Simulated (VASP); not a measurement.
# AlN (P1) in VASP: further runs

AlN is run at these levels: PBE; tasks: single point.

All numbers are computed with VASP 6.6.1; they aren't measurements. Logs are shortened: lines on timing, memory, paths and dates and some standing lists are left out, and cuts for length are marked.

**1. The cell of the first run**

The typed cell holds 4 atoms: a = 3.111 Å, b = 3.111 Å, c = 4.978 Å, α = 90.00°, β = 90.00°, γ = 120.00°.

**2. Single point, PBE (atom 3 (N) moved by (-0.300, -0.300) A along x and y)**

The input, INCAR:

```
SYSTEM = AlN
PREC = Accurate
ENCUT = 520
EDIFF = 1E-6
ISMEAR = 0
SIGMA = 0.05
LREAL = .FALSE.
LASPH = .TRUE.
NELM = 80
ALGO = Normal
ISIF = 2
LWAVE = .FALSE.
LCHARG = .FALSE.
GGA = PE
NBANDS = 16
```

The input, KPOINTS:

```
regular mesh
0
G
  12 12 6
  0 0 0
```

The input, POSCAR:

```
AlN
1.0
    3.1110021516      0.0000000000      0.0000000000
   -1.5555010758      2.6942068945      0.0000000000
    0.0000000000      0.0000000000      4.9780000000
Al N
2 2
Direct
    0.3333333333      0.6666666667      0.0000000000
    0.6666666667      0.3333333333      0.5000000000
    0.1812263730      0.5553166435      0.3850000000
    0.6666666667      0.3333333333      0.8850000000
```

Potentials or basis: VASP PAW PBE potentials, release 64 (Al, N).

On the command line:

```bash
> cat potpaw_PBE.64/Al/POTCAR potpaw_PBE.64/N/POTCAR > POTCAR
> mpirun -np 1 vasp_std > vasp.out
```

OUTCAR:

```text
SYSTEM = AlN
   PREC = Accurate
   ENCUT = 520
   EDIFF = 1E-6
   ISMEAR = 0
   LREAL = .FALSE.
   LASPH = .TRUE.
   NELM = 80
   ISIF = 2
   GGA = PE

 ion  position               nearest neighbor table
   1  0.333  0.667  0.000-   4 1.89   4 1.89   4 1.89   3 1.96   2 3.07   2 3.07   2 3.07   2 3.07
                             2 3.07   2 3.07
   2  0.667  0.333  0.500-   3 1.50   4 1.92   3 2.03   3 2.19   1 3.07   1 3.07   1 3.07   1 3.07
                             1 3.07   1 3.07
   3  0.181  0.555  0.385-   2 1.50   1 1.96   2 2.03   2 2.19
   4  0.667  0.333  0.885-   1 1.89   1 1.89   1 1.89   2 1.92

  LATTYP: Found a hexagonal cell.
 ALAT       =     3.1110021516
 C/A-ratio  =     1.6001274694

  Lattice vectors:

 A1 = (   3.1110021516,   0.0000000000,   0.0000000000)
 A2 = (  -1.5555010758,   2.6942068945,   0.0000000000)
 A3 = (   0.0000000000,   0.0000000000,   4.9780000000)

Analysis of symmetry for initial positions (statically):
=====================================================================
 Subroutine PRICEL returns:
 Original cell was already a primitive cell.

 Routine SETGRP: Setting up the symmetry group for a
 hexagonal supercell.

 Subroutine GETGRP returns: Found  1 space group operations
 (whereof  1 operations were pure point group operations)
 out of a pool of 24 trial point group operations.

The static configuration has the point symmetry C_1 .

Analysis of symmetry for dynamics (positions and initial velocities):
=====================================================================
 Subroutine PRICEL returns:
 Original cell was already a primitive cell.

 Routine SETGRP: Setting up the symmetry group for a
 hexagonal supercell.

 Subroutine GETGRP returns: Found  1 space group operations
 (whereof  1 operations were pure point group operations)
 out of a pool of 24 trial point group operations.

The dynamic configuration has the point symmetry C_1 .

 Subroutine INISYM returns: Found  1 space group operations
 (whereof  1 operations are pure point group operations),
 and found     1 'primitive' translations

----------------------------------------------------------------------------------------

                                     Primitive cell

  volume of cell :      41.7240

  direct lattice vectors                    reciprocal lattice vectors
     3.111002152  0.000000000  0.000000000     0.321439829  0.185583372  0.000000000
    -1.555501076  2.694206895  0.000000000     0.000000000  0.371166744  0.000000000
     0.000000000  0.000000000  4.978000000     0.000000000  0.000000000  0.200883889

  length of vectors
     3.111002152  3.111002152  4.978000000     0.371166744  0.371166744  0.200883889

  position of ions in fractional coordinates (direct lattice)
     0.333333333  0.666666667  0.000000000
     0.666666667  0.333333333  0.500000000
     0.181226373  0.555316643  0.385000000
     0.666666667  0.333333333  0.885000000

  ion indices of the primitive-cell ions
   primitive index   ion index
                 1           1
                 2           2
                 3           3
                 4           4

----------------------------------------------------------------------------------------

 KPOINTS: regular mesh

Automatic generation of k-mesh.
 Grid dimensions read from file:
 generate k-points for:   12   12    6

 Generating k-lattice:

  Cartesian coordinates                     Fractional coordinates (reciprocal lattice)
     0.026786652  0.015465281  0.000000000     0.083333333  0.000000000  0.000000000
     0.000000000  0.030930562  0.000000000     0.000000000  0.083333333  0.000000000
     0.000000000  0.000000000  0.033480648     0.000000000  0.000000000  0.166666667

  Length of vectors
     0.030930562  0.030930562  0.033480648

  Shift w.r.t. Gamma in fractional coordinates (k-lattice)
     0.000000000  0.000000000  0.000000000

 Subroutine IBZKPT returns following result:
 ===========================================

 Found    436 irreducible k-points:

 Following reciprocal coordinates:
            Coordinates               Weight
  0.000000  0.000000  0.000000      1.000000
  0.083333  0.000000  0.000000      2.000000
  0.000000  0.083333  0.000000      2.000000
 -0.083333  0.083333  0.000000      2.000000
  0.166667 -0.000000  0.000000      2.000000
  0.000000  0.166667  0.000000      2.000000
[... 16 lines left out ...]
  0.166667  0.083333  0.000000      2.000000
 -0.083333  0.250000  0.000000      2.000000
 [... further k-points ...]
   k-points           NKPTS =    436   k-points in BZ     NKDIM =    436   number of bands    NBANDS=     16
   number of dos      NEDOS =    301   number of ions     NIONS =      4
   total plane-waves  NPLWV =  23040
   dimension x,y,z NGX =    24 NGY =   24 NGZ =   40
   dimension x,y,z NGXF=    48 NGYF=   48 NGZF=   80
   ions per type =               2   2
   NGX,Y,Z   is equivalent  to a cutoff of  12.83, 12.83, 13.36 a.u.
   NGXF,Y,Z  is equivalent  to a cutoff of  25.65, 25.65, 26.72 a.u.
 SYSTEM =  AlN
   PREC   = accura    normal or accurate (medium, high low for compatibility)
   ISTART =      0    job   : 0-new  1-cont  2-samecut
   ICHARG =      2    charge: 1-file 2-atom 10-const
   ISPIN  =      1    spin polarized calculation?
   LNONCOLLINEAR =      F non collinear calculations
   LSORBIT =      F    spin-orbit coupling
   LASPH  =      T    aspherical Exc in radial PAW
   ENCUT  =  520.0 eV  38.22 Ry    6.18 a.u.   5.78  5.78  9.26*2*pi/ulx,y,z
   NELM   =     80;   NELMIN=  2; NELMDL= -5     # of ELM steps
   EDIFF  = 0.1E-05   stopping-criterion for ELM
   LREAL  =      F    real-space projection
   EDIFFG = 0.1E-04   stopping-criterion for IOM
   NSW    =      0    number of steps for IOM
   IBRION =     -1    ionic relax: 0-MD 1-quasi-New 2-CG
   NFREE  =      0    steps in history (QN), initial steepest desc. (CG)
   ISIF   =      2    stress and relaxation
   ISYM   =      2    0-nonsym 1-usesym 2-fastsym
   POTIM  = 0.5000    time-step for ionic-motion
   TEBEG  =    0.0;   TEEND  =   0.0 temperature during run
   PSTRESS=    0.0 pullay stress
   NELECT =      16.0000    total number of electrons
   NUPDOWN=      -1.0000    fix difference up-down
   EMIN   =  10.00;   EMAX   =-10.00  energy-range for DOS
   EFERMI =   0.00;   METHOD = LEGACY
   ISMEAR =     0;   SIGMA  =   0.05  broadening in eV -4-tet -1-fermi 0-gaus
   EFERMI_NEDOS =   21; number of points for ismear=-14 and -15
   IALGO  =     38    algorithm
   IMIX   =      4    mixing-type and parameters
     AMIX     =   0.40;   BMIX     =  1.00
     AMIX_MAG =   1.60;   BMIX_MAG =  1.00
  volume/ion in A,a.u.               =      10.43        70.39
  Fermi-wavevector in a.u.,A,eV,Ry     =   1.189377  2.247596 19.247033  1.414617
  Thomas-Fermi vector in A             =   2.325485
   LORBIT       =      0    0 simple, 1 ext, 2 COOP (PROOUT), +10 PAW based schemes
   GGA     = PE    functional components
   LHFCALC =     F    Hartree Fock is set to
   AEXX    =    0.0000 exact exchange contribution
   IVDW    =     0    specifies the selected vdW correction
   LEPSILON=     F    determine dielectric tensor
   LRPA    =     F    only Hartree local field effects (RPA)
 non-spin polarized calculation
 Gauss-broadening in eV      SIGMA  =   0.05
  energy-cutoff  :      520.00
  volume of cell :       41.72
 maximum number of plane-waves:      1152
   NGX = 11   NGY = 11   NGZ = 19

 number of electron      15.9999999 magnetization

 Free energy of the ion-electron system (eV)
  ---------------------------------------------------
  ext. energy  EPLUGINS =         0.00000000
  ---------------------------------------------------
  free energy    TOTEN  =       -27.47551470 eV

  energy without entropy =      -27.47551470  energy(sigma->0) =      -27.47551470

 E-fermi :   6.6430     XC(G=0): -10.9006

 val. band max:        6.4038312594   @ k =   0.0000   0.0000   0.0000
 cond. band min:      10.1103066406   @ k =   0.0000   0.0000   0.0000
 fundamental gap:      3.7064753813
 Fermi energy:         6.6430032356

 k-point     1 :       0.0000    0.0000    0.0000
  band No.  band energies     occupation
      1      -9.0647      2.00000
      2      -6.9153      2.00000
      3       0.1550      2.00000
      4       4.7148      2.00000
      5       5.4895      2.00000
      6       5.7417      2.00000
[... 8 lines left out ...]
     15      19.1754      0.00000
     16      20.4176      0.00000

 k-point     2 :       0.0833    0.0000    0.0000
  band No.  band energies     occupation
      1      -8.9752      2.00000
      2      -6.8675      2.00000
      3       0.2621      2.00000
      4       4.3903      2.00000
      5       5.3140      2.00000
      6       5.4097      2.00000
[... 8 lines left out ...]
     15      19.0510      0.00000
     16      19.7773      0.00000

 k-point     3 :       0.0000    0.0833    0.0000
  band No.  band energies     occupation
      1      -8.9794      2.00000
      2      -6.8626      2.00000
      3       0.2558      2.00000
      4       4.5141      2.00000
      5       5.1085      2.00000
      6       5.6450      2.00000
[... 8 lines left out ...]
     15      19.2747      0.00000
     16      19.7613      0.00000

 k-point     4 :      -0.0833    0.0833    0.0000
  band No.  band energies     occupation
      1      -8.9780      2.00000
      2      -6.8642      2.00000
      3       0.2582      2.00000
      4       4.4479      2.00000
      5       5.2064      2.00000
      6       5.6063      2.00000
[... 8 lines left out ...]
     15      19.2670      0.00000
     16      19.6737      0.00000
[... 324 lines left out ...]
 k-point    22 :      -0.1667    0.0833    0.0000
  band No.  band energies     occupation
      1      -8.8013      2.00000
      2      -6.7768      2.00000
      3       0.4721      2.00000
      4       3.8403      2.00000
      5       4.7144      2.00000
      6       5.2710      2.00000
[... 8 lines left out ...]
     15      18.9413      0.00000
     16      19.2817      0.00000

 k-point    23 :       0.1667    0.0833    0.0000
  band No.  band energies     occupation
      1      -8.4720      2.00000
      2      -6.6214      2.00000
      3       0.8747      2.00000
      4       3.0773      2.00000
      5       3.7227      2.00000
      6       4.8663      2.00000
[... 8 lines left out ...]
     15      18.9593      0.00000
     16      19.6852      0.00000

 k-point    24 :      -0.0833    0.2500    0.0000
  band No.  band energies     occupation
      1      -8.5024      2.00000
      2      -6.5831      2.00000
      3       0.8298      2.00000
      4       3.0418      2.00000
      5       3.9848      2.00000
      6       4.8118      2.00000
[... 8 lines left out ...]
     15      19.6100      0.00000
     16      20.2840      0.00000

 [... further k-points ...]
[... 5 lines left out ...]
  --------------------------------------------------------------------------------------
  -------------------------------------------------------------------------------------
  Total       12.4432504      1.6991174      2.9130881      6.1881952     -2.6341771     -5.9408185
  in kB      477.8133465     65.2450897    111.8608331    237.6229824   -101.1508186   -228.1238641
  external PRESSURE =     218.3064231 kB  Pullay stress =       0.0000000 kB

 VOLUME and BASIS-vectors are now :
 -----------------------------------------------------------------------------
  energy-cutoff  :      520.00
  volume of cell :       41.72
      direct lattice vectors                 reciprocal lattice vectors
     3.111002152  0.000000000  0.000000000     0.321439829  0.185583372  0.000000000
    -1.555501076  2.694206895  0.000000000     0.000000000  0.371166744  0.000000000
     0.000000000  0.000000000  4.978000000     0.000000000  0.000000000  0.200883889

 POSITION                                       TOTAL-FORCE (eV/Angst)
 -----------------------------------------------------------------------------------
     -0.00000      1.79614      0.00000        -0.439002     -0.460505      0.526244
      1.55550      0.89807      2.48900       -11.862991     -5.964937      4.668443
     -0.30000      1.49614      1.91653        12.698685      6.662547     -4.925306
      1.55550      0.89807      4.40553        -0.396693     -0.237105     -0.269381
 -----------------------------------------------------------------------------------
    total drift:                                0.000306      0.000203      0.000623

  FREE ENERGIE OF THE ION-ELECTRON SYSTEM (eV)
  ---------------------------------------------------
  free  energy   TOTEN  =       -27.4755147013 eV

  energy  without entropy=      -27.4755147013  energy(sigma->0) =      -27.47551470
```

Run time: 75 s. Hardware: 1 thread of Intel Xeon 6975P-C (Granite Rapids), shared host; peak memory 0.34 GiB.

What came out:

* Free energy: -27.4755 eV
* Pressure: 21.8 GPa
* Largest force: 15.163 eV/Å
* Band gap on the k mesh: 3.71 eV

Forces on the atoms (eV/Å):
```
Al   -0.439  -0.461   0.526
Al  -11.863  -5.965   4.668
N    12.699   6.663  -4.925
N    -0.397  -0.237  -0.269
```

Caveat: the cell differs from its parent crystal (atom 3 (N) moved by (-0.300, -0.300) A along x and y); the cell stands under pressure; forces of over 1 eV/Å act on the atoms, so gaps and moduli don't describe the material at rest. A k mesh can miss the band edges.

**3. Single point, PBE (atom 3 (N) moved by (-0.300, +0.300) A along x and y)**

The input, INCAR:

```
SYSTEM = AlN
  PREC = Accurate
  ENCUT = 520
  EDIFF = 1E-6
  ISMEAR = 0
  SIGMA = 0.05
  LREAL = .False.
  LASPH = .True.
  NELM = 80
  ALGO = Normal
  ISIF = 2
  LWAVE = .False.
  LCHARG = .False.
  GGA = PE
  NBANDS = 16
```

The input, KPOINTS:

```
Automatic mesh
0
Gamma
  12 12 6
  0 0 0
```

Changes to POSCAR since step 2:

```diff
@@ -10,3 +10,3 @@
     0.6666666667      0.3333333333      0.5000000000
-    0.1812263730      0.5553166435      0.3850000000
+    0.2925763962      0.7780166898      0.3850000000
     0.6666666667      0.3333333333      0.8850000000
```

Potentials or basis: VASP PAW PBE potentials, release 64 (Al, N).

On the command line:

```bash
> cat potpaw_PBE.64/Al/POTCAR potpaw_PBE.64/N/POTCAR > POTCAR
> mpirun -np 1 vasp_std > vasp.out
```

Wall time 75 s (1 thread of Intel Xeon 6975P-C (Granite Rapids), shared host); peak memory 0.34 GiB.

The run converged. Its results:

```
Free energy            : -28.6141 eV
Pressure               : 13.2 GPa
Largest force          : 6.711 eV/Å
Band gap on the k mesh : 3.43 eV
```

Forces in eV/Å, atoms in the order of the input:
```
Al  -0.471  0.456  0.471
Al  -0.269  5.481  2.277
N    0.812 -6.171 -2.508
N   -0.072  0.234 -0.240
```

Stress tensor (GPa, compression positive):
```
 1.49 11.97  2.07
11.97 32.10  9.02
 2.07  9.02  6.00
```

Levels at points of the mesh, in eV from the valence-band top:
| k point | band 4 | band 5 | band 6 | band 7 | band 8 | band 9 | band 10 | band 11 | band 12 | band 13 |
| --- | --- | --- | --- | --- | --- | --- | --- | --- | --- | --- |
| (0.00, 0.00, 0.00) | -2.01 | -1.12 | -0.80 | -0.60 | 0.00 | 3.43 | 6.08 | 9.52 | 10.22 | 11.47 |
| (0.50, 0.00, 0.00) | -4.84 | -3.68 | -2.49 | -2.21 | -1.21 | 5.32 | 5.67 | 7.21 | 9.03 | 10.10 |
| (0.00, 0.50, 0.00) | -5.22 | -3.30 | -2.88 | -2.32 | -1.04 | 5.11 | 6.29 | 7.80 | 8.59 | 10.15 |
| (0.50, 0.50, 0.00) | -4.31 | -3.93 | -2.95 | -1.48 | -1.14 | 3.84 | 5.76 | 7.22 | 9.52 | 10.39 |
| (0.00, 0.00, 0.50) | -3.69 | -1.79 | -1.10 | -1.04 | -0.22 | 5.38 | 5.87 | 9.44 | 9.89 | 10.83 |
| (0.50, 0.00, 0.50) | -6.12 | -2.23 | -1.79 | -1.72 | -1.19 | 4.32 | 4.67 | 8.21 | 8.71 | 10.47 |
| (0.00, 0.50, 0.50) | -6.15 | -2.12 | -1.69 | -1.57 | -1.19 | 4.29 | 4.47 | 8.31 | 8.84 | 10.26 |
| (0.50, 0.50, 0.50) | -5.50 | -2.63 | -2.38 | -2.10 | -1.89 | 5.41 | 5.56 | 7.95 | 8.41 | 11.62 |

Caveat: the cell differs from its parent crystal (atom 3 (N) moved by (-0.300, +0.300) A along x and y); the cell stands under pressure; forces of over 1 eV/Å act on the atoms, so gaps and moduli don't describe the material at rest. A k mesh can miss the band edges.
